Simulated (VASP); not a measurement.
Here is a VASP 6.6.1 calculation.

INCAR

```
SYSTEM = Ga7CuAs8
PREC = Accurate
ENCUT = 520
EDIFF = 1E-6
ISMEAR = 0
SIGMA = 0.05
LREAL = Auto
LASPH = .True.
NELM = 150
ALGO = Normal
ISIF = 2
LWAVE = .False.
LCHARG = .True.
ISPIN = 2
MAGMOM = 2 0 0 0 0 0 0 0 0 0 0 0 0 0 0 0
LORBIT = 11
LMAXMIX = 4
LDAU = .True.
LDAUTYPE = 2
LDAUL = 2 -1 -1
LDAUU = 5 0 0
LDAUJ = 0 0 0
LDAUPRINT = 1
GGA = PS
LELF = .True.
LVHAR = .True.
NBANDS = 89
```

File KPOINTS:

```
regular mesh
0
Gamma
  3 3 3
  0 0 0
```

POSCAR

```
Ga7CuAs8
1.0
    0.0000000000      5.6537000000      5.6537000000
    5.6537000000      0.0000000000      5.6537000000
    5.6537000000      5.6537000000      0.0000000000
Cu Ga As
1 7 8
Direct
    0.0000000000      0.0000000000      0.0000000000
    0.0032178902      0.0032178902      0.4967821098
    0.0032178902      0.4967821098      0.0032178902
    0.0032178902      0.4967821098      0.4967821098
    0.4967821098      0.0032178902      0.0032178902
    0.4967821098      0.0032178902      0.4967821098
    0.4967821098      0.4967821098      0.0032178902
    0.5000000000      0.5000000000      0.5000000000
    0.1207161911      0.1207161911      0.1207161911
    0.1207161911      0.1207161911      0.6378514266
    0.1207161911      0.6378514266      0.1207161911
    0.1238712265      0.6253762578      0.6253762578
    0.6378514266      0.1207161911      0.1207161911
    0.6253762578      0.1238712265      0.6253762578
    0.6253762578      0.6253762578      0.1238712265
    0.6253762578      0.6253762578      0.6253762578
```

Potentials or basis: VASP PAW PBE potentials, release 64 (Cu, Ga_d, As).

Launch:

```console
$ cat potpaw_PBE.64/Cu/POTCAR potpaw_PBE.64/Ga_d/POTCAR potpaw_PBE.64/As/POTCAR > POTCAR
$ mpirun -np 1 vasp_std > vasp.out
```

Estimate the pressure.

-1.1 GPa.

What does it give for the largest force?

0.079 eV/Å.

What does it give for the net moment?

0.00 μB per cell.

What does it give for the band gap on the k mesh?

Zero (filled and empty bands overlap).

Forces on the atoms (eV/Å):
```
Cu   0.000  0.000  0.000
Ga   0.000  0.000 -0.008
Ga   0.000 -0.008  0.000
Ga   0.008  0.000  0.000
Ga  -0.008  0.000  0.000
Ga   0.000  0.008  0.000
Ga   0.000  0.000  0.008
Ga   0.000  0.000  0.000
As  -0.046 -0.046 -0.046
As   0.046  0.046 -0.046
As   0.046 -0.046  0.046
As   0.014 -0.014 -0.014
As  -0.046  0.046  0.046
As  -0.014  0.014 -0.014
As  -0.014 -0.014  0.014
As   0.014  0.014  0.014
```

Caveat: the PAW data sets were made with another functional, which shifts forces and pressure a little; the U is typed as a test and isn't derived for this compound.
